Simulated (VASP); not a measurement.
# SnO2 (Pnnm) in VASP: a series of runs

SnO2 is run at these levels: LDA; tasks: single point, relaxation of cell and atoms.

Program: VASP 6.6.1. These are calculated values, not measurements. Logs are shortened: lines on timing, memory, paths and dates and some standing lists are left out, and cuts for length are marked.

## Step 1: The cell of the first run

The typed cell holds 6 atoms: a = 4.721 Å, b = 4.724 Å, c = 3.190 Å, α = 90.00°, β = 90.00°, γ = 90.00°.

## Step 2: Single point, LDA

INCAR reads:

```
ALGO     = Normal         # electronic algorithm
EDIFF    = 1E-7           # SCF threshold, eV
ENCUT    = 520            # plane-wave cutoff, eV
ISIF     = 2              # what is computed and relaxed
ISMEAR   = 0              # smearing method
LASPH    = T              # aspherical terms in the spheres
LCHARG   = F              # write CHGCAR
LREAL    = F              # projectors in reciprocal space
LWAVE    = F              # write WAVECAR
NBANDS   = 35             # bands
NELM     = 60             # most SCF steps
PREC     = Accurate       # precision mode
SIGMA    = 0.05           # smearing width, eV
```

KPOINTS reads:

```
k-points
0
Gamma
  6 6 8
```

POSCAR reads:

```
SnO2
1.0
    4.7212714761      0.0000000000      0.0000000000
    0.0000000000      4.7242464798      0.0000000000
    0.0000000000      0.0000000000      3.1900193999
Sn O
2 4
Direct
    0.5000000000      0.5000000000      0.5000000000
    0.0000000000      0.0000000000      0.0000000000
    0.3055669685      0.3065721192      0.0000000000
    0.8055669685      0.1934278808      0.5000000000
    0.1944330315      0.8065721192      0.5000000000
    0.6944330315      0.6934278808      0.0000000000
```

Potentials or basis: VASP PAW LDA potentials, release 64 (Sn_d, O).

Launch:

```sh
$ cat potpaw_LDA.64/Sn_d/POTCAR potpaw_LDA.64/O/POTCAR > POTCAR
$ mpirun -np 1 vasp_std > vasp.out
```

OUTCAR:

```text
EDIFF = 1E-7
   ENCUT = 520
   ISIF = 2
   ISMEAR = 0
   LASPH = T
   LREAL = F
   NELM = 60
   PREC = Accurate

 ion  position               nearest neighbor table
   1  0.500  0.500  0.500-   4 2.04   5 2.04   3 2.05   6 2.05   3 2.05   6 2.05   2 3.70   2 3.70
                             2 3.70   2 3.70   2 3.70   2 3.70   2 3.70   2 3.70
   2  0.000  0.000  0.000-   3 2.04   6 2.04   5 2.05   4 2.05   4 2.05   5 2.05   1 3.70   1 3.70
                             1 3.70   1 3.70   1 3.70   1 3.70   1 3.70   1 3.70
   3  0.306  0.307  0.000-   2 2.04   1 2.05   1 2.05
   4  0.806  0.193  0.500-   1 2.04   2 2.05   2 2.05
   5  0.194  0.807  0.500-   1 2.04   2 2.05   2 2.05
   6  0.694  0.693  0.000-   2 2.04   1 2.05   1 2.05

  LATTYP: Found a simple orthorhombic cell.
 ALAT       =     3.1900193999
 B/A-ratio  =     1.4800134056
 C/A-ratio  =     1.4809460030

  Lattice vectors:

 A1 = (   0.0000000000,   0.0000000000,   3.1900193999)
 A2 = (   4.7212714761,   0.0000000000,   0.0000000000)
 A3 = (   0.0000000000,   4.7242464798,   0.0000000000)

Analysis of symmetry for initial positions (statically):
=====================================================================
 Subroutine PRICEL returns:
 Original cell was already a primitive cell.

 Routine SETGRP: Setting up the symmetry group for a
 simple orthorhombic supercell.

 Subroutine GETGRP returns: Found  8 space group operations
 (whereof  4 operations were pure point group operations)
 out of a pool of  8 trial point group operations.

The static configuration has the point symmetry C_2h.
 The point group associated with its full space group is D_2h.

Analysis of symmetry for dynamics (positions and initial velocities):
=====================================================================
 Subroutine PRICEL returns:
 Original cell was already a primitive cell.

 Routine SETGRP: Setting up the symmetry group for a
 simple orthorhombic supercell.

 Subroutine GETGRP returns: Found  8 space group operations
 (whereof  4 operations were pure point group operations)
 out of a pool of  8 trial point group operations.

The dynamic configuration has the point symmetry C_2h.
 The point group associated with its full space group is D_2h.

 Subroutine INISYM returns: Found  8 space group operations
 (whereof  4 operations are pure point group operations),
 and found     1 'primitive' translations

----------------------------------------------------------------------------------------

[... 99 lines left out ...]
   NELM   =     60;   NELMIN=  2; NELMDL= -5     # of ELM steps
   EDIFF  = 0.1E-06   stopping-criterion for ELM
   LREAL  =      F    real-space projection
   EDIFFG = 0.1E-05   stopping-criterion for IOM
   NSW    =      0    number of steps for IOM
   IBRION =     -1    ionic relax: 0-MD 1-quasi-New 2-CG
   NFREE  =      0    steps in history (QN), initial steepest desc. (CG)
   ISIF   =      2    stress and relaxation
   ISYM   =      2    0-nonsym 1-usesym 2-fastsym
   POTIM  = 0.5000    time-step for ionic-motion
   TEBEG  =    0.0;   TEEND  =   0.0 temperature during run
   PSTRESS=    0.0 pullay stress
   NELECT =      52.0000    total number of electrons
   NUPDOWN=      -1.0000    fix difference up-down
   EMIN   =  10.00;   EMAX   =-10.00  energy-range for DOS
   EFERMI =   0.00;   METHOD = LEGACY
   ISMEAR =     0;   SIGMA  =   0.05  broadening in eV -4-tet -1-fermi 0-gaus
   EFERMI_NEDOS =   21; number of points for ismear=-14 and -15
   IALGO  =     38    algorithm
   IMIX   =      4    mixing-type and parameters
     AMIX     =   0.40;   BMIX     =  1.00
     AMIX_MAG =   1.60;   BMIX_MAG =  1.00
  volume/ion in A,a.u.               =      11.86        80.03
  Fermi-wavevector in a.u.,A,eV,Ry     =   1.474623  2.786633 29.586045  2.174513
  Thomas-Fermi vector in A             =   2.589372
   LORBIT       =      0    0 simple, 1 ext, 2 COOP (PROOUT), +10 PAW based schemes
   GGA     = CA    functional components
   LHFCALC =     F    Hartree Fock is set to
   AEXX    =    0.0000 exact exchange contribution
   IVDW    =     0    specifies the selected vdW correction
   LEPSILON=     F    determine dielectric tensor
   LRPA    =     F    only Hartree local field effects (RPA)
 non-spin polarized calculation
 Gauss-broadening in eV      SIGMA  =   0.05
  energy-cutoff  :      520.00
  volume of cell :       71.15
 maximum number of plane-waves:      1944
 NGX is ok and might be reduce to    36
   NGX = 17   NGY = 17   NGZ = 11

 number of electron      51.9999988 magnetization

 Free energy of the ion-electron system (eV)
  ---------------------------------------------------
  ext. energy  EPLUGINS =         0.00000000
  ---------------------------------------------------
  free energy    TOTEN  =       -42.27985928 eV

  energy without entropy =      -42.27985928  energy(sigma->0) =      -42.27985928

 E-fermi :   6.1325     XC(G=0): -11.8307

 val. band max:        5.9337941958   @ k =   0.0000   0.0000   0.0000
 cond. band min:       7.1300584427   @ k =   0.0000   0.0000   0.0000
 fundamental gap:      1.1962642469
 Fermi energy:         6.1324892658

 k-point     1 :       0.0000    0.0000    0.0000
  band No.  band energies     occupation
      1     -15.0841      2.00000
      2     -14.3043      2.00000
      3     -14.0292      2.00000
      4     -14.0102      2.00000
      5     -14.0101      2.00000
      6     -13.9321      2.00000
[... 901 lines left out ...]
     34      18.0309      0.00000
     35      18.2254      0.00000

 [... further k-points ...]
[... 5 lines left out ...]
  --------------------------------------------------------------------------------------
  -------------------------------------------------------------------------------------
  Total        0.4038041      0.3986719      0.6261607     -0.0000000      0.0000000      0.0000000
  in kB        9.0927751      8.9772095     14.0997551     -0.0000000      0.0000000      0.0000000
  external PRESSURE =      10.7232466 kB  Pullay stress =       0.0000000 kB

 VOLUME and BASIS-vectors are now :
 -----------------------------------------------------------------------------
  energy-cutoff  :      520.00
  volume of cell :       71.15
      direct lattice vectors                 reciprocal lattice vectors
     4.721271476  0.000000000  0.000000000     0.211807350  0.000000000  0.000000000
     0.000000000  4.724246480  0.000000000     0.000000000  0.211673968  0.000000000
     0.000000000  0.000000000  3.190019400     0.000000000  0.000000000  0.313477717

 POSITION                                       TOTAL-FORCE (eV/Angst)
 -----------------------------------------------------------------------------------
      2.36064      2.36212      1.59501         0.000000      0.000000      0.000000
      0.00000      0.00000      0.00000         0.000000      0.000000      0.000000
      1.44266      1.44832      0.00000        -0.014426     -0.016415      0.000000
      3.80330      0.91380      1.59501        -0.014426      0.016415      0.000000
      0.91797      3.81045      1.59501         0.014426     -0.016415      0.000000
      3.27861      3.27592      0.00000         0.014426      0.016415      0.000000
 -----------------------------------------------------------------------------------
    total drift:                                0.000000      0.000000      0.000000

  FREE ENERGIE OF THE ION-ELECTRON SYSTEM (eV)
  ---------------------------------------------------
  free  energy   TOTEN  =       -42.2798592773 eV

  energy  without entropy=      -42.2798592773  energy(sigma->0) =      -42.27985928
```

stdout:

```text
POSCAR found type information on POSCAR SnO
 POSCAR found :  2 types and       6 ions
 scaLAPACK will be used
 LDA part: xc-table for (Slater(with rela. corr.)+CA(PZ))
 , standard interpolation
 POSCAR, INCAR and KPOINTS ok, starting setup
 FFT: planning ... GRIDC
 FFT: planning ... GRID_SOFT
 FFT: planning ... GRID
 WAVECAR not read
 entering main loop
```

It took 4.4 min on 1 thread of Intel Xeon 8259CL, shared host; peak memory 0.26 GiB.

What came out:

| Property | Result |
| --- | --- |
| Free energy | -42.2799 eV |
| Pressure | 1.1 GPa |
| Largest force | 0.022 eV/Å |
| Band gap on the k mesh | 1.20 eV |

Forces in eV/Å, atoms in the order of the input:
```
Sn   0.000  0.000  0.000
Sn   0.000  0.000  0.000
O   -0.014 -0.016  0.000
O   -0.014  0.016  0.000
O    0.014 -0.016  0.000
O    0.014  0.016  0.000
```

Stress tensor (GPa, compression positive):
```
0.91 0.00 0.00
0.00 0.90 0.00
0.00 0.00 1.41
```

Levels at points of the mesh, in eV from the valence-band top:
```
           k point  band 24  band 25  band 26  band 27  band 28  band 29
(0.00, 0.00, 0.00)    -0.81    -0.81     0.00     1.20     5.96     6.07
(0.50, 0.00, 0.00)    -1.24    -0.65    -0.65     4.35     4.35     6.82
(0.00, 0.50, 0.00)    -1.24    -0.65    -0.65     4.36     4.36     6.84
(0.50, 0.50, 0.00)    -1.36    -0.92    -0.92     4.74     4.74     7.33
(0.00, 0.00, 0.50)    -1.73    -1.29    -1.29     6.07     6.07     9.54
(0.50, 0.00, 0.50)    -1.13    -0.72    -0.72     6.36     6.36     7.90
(0.00, 0.50, 0.50)    -1.14    -0.72    -0.72     6.35     6.35     7.90
(0.50, 0.50, 0.50)    -0.99    -0.85    -0.85     4.73     4.73     8.64
```

Caveat: spin-orbit coupling is left out, which moves the levels of the heavy elements.

## Step 3: Relaxation of cell and atoms, LDA

This run uses another cell than the first one, of 12.59 Å³/atom.

INCAR reads:

```
PREC = Accurate ; ENCUT = 600
EDIFF = 1E-6 ; ISMEAR = 0
SIGMA = 0.1 ; LREAL = False
LASPH = True ; NELM = 60
ALGO = Normal ; ISIF = 3
LWAVE = False ; LCHARG = False
GGA = CA ; IBRION = 2
NSW = 100 ; EDIFFG = -0.05
```

KPOINTS reads:

```
regular mesh
0
Gamma
  4 4 6
```

POSCAR reads:

```
SnO2
1.0
    4.7880040000      0.0000000000      0.0000000000
    0.0000000000      4.8665820000      0.0000000000
    0.0000000000      0.0000000000      3.2408980000
Sn O
2 4
Direct
    0.5000000000      0.5000000000      0.5000000000
    0.0000000000      0.0000000000      0.0000000000
    0.2918550000      0.3210420000      0.0000000000
    0.7918550000      0.1789580000      0.5000000000
    0.2081450000      0.8210420000      0.5000000000
    0.7081450000      0.6789580000      0.0000000000
```

Potentials or basis: VASP PAW LDA potentials, release 64 (Sn_d, O).

Launch:

```sh
$ cat potpaw_LDA.64/Sn_d/POTCAR potpaw_LDA.64/O/POTCAR > POTCAR
$ mpirun -np 1 vasp_std > vasp.out
```

It took 23 min on 1 thread of Intel Xeon 8259CL, shared host; peak memory 0.24 GiB.

The run converged. Its results:

* Free energy: -42.2983 eV
* Relaxed volume: 11.87 Å³/atom
* Relaxed cell: a = 4.700 Å, b = 4.737 Å, c = 3.200 Å, α = 90.00°, β = 90.00°, γ = 90.00°
* Space group after relaxing (to 0.1 Å): Pnnm (No. 58)
* Energy gained by relaxing: 25.9 meV/atom
* Ionic steps: 16
* Pressure after relaxing: 0.3 GPa
* Largest force after relaxing: 0.041 eV/Å
* Band gap on the k mesh: 1.20 eV

Forces in eV/Å, atoms in the order of the input:
```
Sn   0.000  0.000  0.000
Sn   0.000  0.000  0.000
O    0.000 -0.041  0.000
O    0.000  0.041  0.000
O    0.000 -0.041  0.000
O    0.000  0.041  0.000
```

Stress tensor (GPa, compression positive):
```
 0.45  0.00  0.00
 0.00  0.41  0.00
 0.00  0.00 -0.04
```

Step by step:
| step | energy change (eV) | largest force (eV/Å) | pressure (GPa) | volume (Å³) |
| --- | --- | --- | --- | --- |
| 1 | 0.0000 | 0.1512 | -10.59 | 75.52 |
| 2 | 0.1025 | 0.5774 | 17.33 | 66.79 |
| 3 | -0.1429 | 0.1587 | -0.31 | 71.54 |
| 4 | -0.1430 | 0.1637 | -0.05 | 71.46 |
| 5 | -0.1488 | 0.0546 | 0.09 | 71.23 |
| 6 | -0.1489 | 0.0643 | 0.12 | 71.21 |
| 7 | -0.1496 | 0.0542 | -0.10 | 71.28 |
| 8 | -0.1499 | 0.0566 | -0.65 | 71.46 |
| 9 | -0.1500 | 0.0516 | -0.46 | 71.39 |
| 10 | -0.1504 | 0.0527 | -0.29 | 71.35 |
| 11 | -0.1511 | 0.0682 | 0.10 | 71.23 |
| 12 | -0.1508 | 0.1214 | 0.92 | 71.00 |
| 13 | -0.1512 | 0.0873 | 0.40 | 71.14 |
| 14 | -0.1517 | 0.0821 | 0.39 | 71.15 |
| 15 | -0.1531 | 0.0671 | 0.36 | 71.18 |
| 16 | -0.1552 | 0.0405 | 0.27 | 71.23 |

Final structure:
```xyz
6
Lattice="4.7001 0.0000 0.0000 0.0000 4.7368 0.0000 0.0000 0.0000 3.1996" Properties=species:S:1:pos:R:3 pbc="T T T"
Sn    2.3500    2.3684    1.5998
Sn    4.7001    0.0000    0.0000
O     1.4026    1.4876    0.0000
O     3.7526    0.8808    1.5998
O     0.9474    3.8560    1.5998
O     3.2975    3.2492    0.0000
```

Levels at points of the mesh, in eV from the valence-band top:
| k point | band 22 | band 23 | band 24 | band 25 | band 26 | band 27 | band 28 | band 29 | band 30 | band 31 |
| --- | --- | --- | --- | --- | --- | --- | --- | --- | --- | --- |
| (0.00, 0.00, 0.00) | -1.27 | -1.25 | -0.78 | -0.77 | 0.00 | 1.20 | 5.92 | 6.03 | 6.11 | 10.18 |
| (0.50, 0.00, 0.00) | -1.93 | -1.22 | -1.22 | -0.59 | -0.59 | 4.31 | 4.31 | 6.68 | 6.68 | 10.90 |
| (0.00, 0.50, 0.00) | -2.07 | -1.22 | -1.22 | -0.65 | -0.65 | 4.40 | 4.40 | 6.95 | 6.95 | 10.79 |
| (0.50, 0.50, 0.00) | -2.04 | -1.35 | -1.35 | -0.87 | -0.87 | 4.73 | 4.73 | 7.31 | 7.31 | 10.85 |
| (0.00, 0.00, 0.50) | -2.68 | -1.71 | -1.71 | -1.25 | -1.25 | 6.07 | 6.07 | 9.56 | 9.56 | 10.36 |
| (0.50, 0.00, 0.50) | -1.85 | -1.05 | -1.05 | -0.72 | -0.72 | 6.38 | 6.38 | 7.99 | 7.99 | 10.60 |
| (0.00, 0.50, 0.50) | -1.67 | -1.17 | -1.17 | -0.66 | -0.66 | 6.33 | 6.33 | 7.87 | 7.87 | 10.89 |
| (0.50, 0.50, 0.50) | -2.40 | -0.97 | -0.97 | -0.81 | -0.81 | 4.75 | 4.75 | 8.66 | 8.66 | 10.75 |

Caveat: spin-orbit coupling is left out, which moves the levels of the heavy elements; the relaxation stopped at a loose force limit of 0.05 eV/Å, so its end isn't a converged minimum.

## Step 4: Single point, LDA (biaxial strain in the a-b plane: +2.0 %)

INCAR reads:

```
PREC = Accurate
ENCUT = 520
EDIFF = 1E-7
ISMEAR = 0
SIGMA = 0.02
LREAL = False
LASPH = True
NELM = 60
ALGO = Normal
ISIF = 2
LWAVE = False
LCHARG = False
NBANDS = 35
```

KPOINTS reads:

```
Automatic mesh
0
Gamma
  6 6 8
```

POSCAR reads:

```
SnO2
1.0
    4.8156969079      0.0000000000      0.0000000000
    0.0000000000      4.8187314121      0.0000000000
    0.0000000000      0.0000000000      3.1517391717
Sn O
2 4
Direct
    0.5000000000      0.5000000000      0.5000000000
    0.0000000000      0.0000000000      0.0000000000
    0.3055669690      0.3065721193      0.0000000000
    0.8055669690      0.1934278807      0.5000000000
    0.1944330310      0.8065721193      0.5000000000
    0.6944330310      0.6934278807      0.0000000000
```

Potentials or basis: VASP PAW LDA potentials, release 64 (Sn_d, O).

Launch:

```sh
$ cat potpaw_LDA.64/Sn_d/POTCAR potpaw_LDA.64/O/POTCAR > POTCAR
$ mpirun -np 1 vasp_std > vasp.out
```

OUTCAR:

```text
PREC = Accurate
   ENCUT = 520
   EDIFF = 1E-7
   ISMEAR = 0
   LREAL = False
   LASPH = True
   NELM = 60
   ISIF = 2

 ion  position               nearest neighbor table
   1  0.500  0.500  0.500-   3 2.06   6 2.06   3 2.06   6 2.06   5 2.09   4 2.09   2 3.75   2 3.75
                             2 3.75   2 3.75   2 3.75   2 3.75   2 3.75   2 3.75
   2  0.000  0.000  0.000-   4 2.06   5 2.06   4 2.06   5 2.06   3 2.09   6 2.09   1 3.75   1 3.75
                             1 3.75   1 3.75   1 3.75   1 3.75   1 3.75   1 3.75
   3  0.306  0.307  0.000-   1 2.06   1 2.06   2 2.09
   4  0.806  0.193  0.500-   2 2.06   2 2.06   1 2.09
   5  0.194  0.807  0.500-   2 2.06   2 2.06   1 2.09
   6  0.694  0.693  0.000-   1 2.06   1 2.06   2 2.09
[... 1124 lines left out ...]
  Total       -2.4165101     -2.4214636      0.3453214      0.0000000      0.0000000      0.0000000
  in kB      -52.9367245    -53.0452363      7.5647031      0.0000000      0.0000000      0.0000000
  external PRESSURE =     -32.8057526 kB  Pullay stress =       0.0000000 kB

 VOLUME and BASIS-vectors are now :
 -----------------------------------------------------------------------------
  energy-cutoff  :      520.00
  volume of cell :       73.14
      direct lattice vectors                 reciprocal lattice vectors
     4.815696908  0.000000000  0.000000000     0.207654265  0.000000000  0.000000000
     0.000000000  4.818731412  0.000000000     0.000000000  0.207523498  0.000000000
     0.000000000  0.000000000  3.151739172     0.000000000  0.000000000  0.317285139

 POSITION                                       TOTAL-FORCE (eV/Angst)
 -----------------------------------------------------------------------------------
      2.40785      2.40937      1.57587        -0.000000     -0.000000      0.000000
      0.00000      0.00000      0.00000        -0.000000     -0.000000      0.000000
      1.47152      1.47729      0.00000        -0.010272     -0.013550     -0.000000
      3.87937      0.93208      1.57587        -0.010272      0.013550     -0.000000
      0.93633      3.88665      1.57587         0.010272     -0.013550      0.000000
      3.34418      3.34144      0.00000         0.010272      0.013550      0.000000
 -----------------------------------------------------------------------------------
    total drift:                               -0.000000      0.000000      0.000000

  FREE ENERGIE OF THE ION-ELECTRON SYSTEM (eV)
  ---------------------------------------------------
  free  energy   TOTEN  =       -42.2363359086 eV

  energy  without entropy=      -42.2363359086  energy(sigma->0) =      -42.23633591
```

OSZICAR:

```text
N       E                     dE             d eps       ncg     rms          rms(c)
DAV:   1     0.630786942023E+03    0.63079E+03   -0.25579E+04  6168   0.231E+03
DAV:   2     0.518627575563E+02   -0.57892E+03   -0.54625E+03  6072   0.605E+02
DAV:   3    -0.432519805852E+02   -0.95115E+02   -0.93437E+02  6039   0.207E+02
DAV:   4    -0.481903282111E+02   -0.49383E+01   -0.49023E+01  7073   0.509E+01
DAV:   5    -0.483213386392E+02   -0.13101E+00   -0.13082E+00  7110   0.873E+00    0.156E+01
DAV:   6    -0.423105393238E+02    0.60108E+01   -0.16778E+01  8914   0.645E+01    0.635E+00
DAV:   7    -0.423306865803E+02   -0.20147E-01   -0.19392E+00  6497   0.783E+00    0.317E+00
DAV:   8    -0.422508403533E+02    0.79846E-01   -0.21515E-01  8674   0.398E+00    0.722E-01
DAV:   9    -0.422361982064E+02    0.14642E-01   -0.30814E-02  9288   0.286E+00    0.126E-01
DAV:  10    -0.422363306134E+02   -0.13241E-03   -0.34264E-03  8003   0.505E-01    0.520E-02
DAV:  11    -0.422363351697E+02   -0.45563E-05   -0.15217E-04  9101   0.146E-01    0.220E-02
DAV:  12    -0.422363380147E+02   -0.28450E-05   -0.15532E-05  6576   0.247E-02    0.148E-02
DAV:  13    -0.422363358449E+02    0.21698E-05   -0.84311E-06  8137   0.391E-02    0.191E-03
DAV:  14    -0.422363359086E+02   -0.63765E-07   -0.76509E-07  7739   0.766E-03
   1 F= -.42236336E+02 E0= -.42236336E+02  d E =-.363174E-19
```

stdout:

```text
POSCAR found type information on POSCAR SnO
 POSCAR found :  2 types and       6 ions
 scaLAPACK will be used
 LDA part: xc-table for (Slater(with rela. corr.)+CA(PZ))
 , standard interpolation
 POSCAR, INCAR and KPOINTS ok, starting setup
 FFT: planning ... GRIDC
 FFT: planning ... GRID_SOFT
 FFT: planning ... GRID
 WAVECAR not read
 entering main loop
```

Wall time 86 s (1 thread of Intel Xeon Platinum 8488C (Sapphire Rapids), shared host); peak memory 0.26 GiB.

What came out:

| Quantity | Value |
| --- | --- |
| Free energy | -42.2363 eV |
| Pressure | -3.3 GPa |
| Largest force | 0.017 eV/Å |
| Band gap on the k mesh | 0.99 eV |

Forces in eV/Å, atoms in the order of the input:
```
Sn   0.000  0.000  0.000
Sn   0.000  0.000  0.000
O   -0.010 -0.014  0.000
O   -0.010  0.014  0.000
O    0.010 -0.014  0.000
O    0.010  0.014  0.000
```

Stress tensor (GPa, compression positive):
```
-5.29  0.00  0.00
 0.00 -5.30  0.00
 0.00  0.00  0.76
```

Caveat: the cell differs from its parent crystal (biaxial strain in the a-b plane: +2.0 %); the cell stands under tension; spin-orbit coupling is left out, which moves the levels of the heavy elements.

(Part 1 of 2 ends here.)
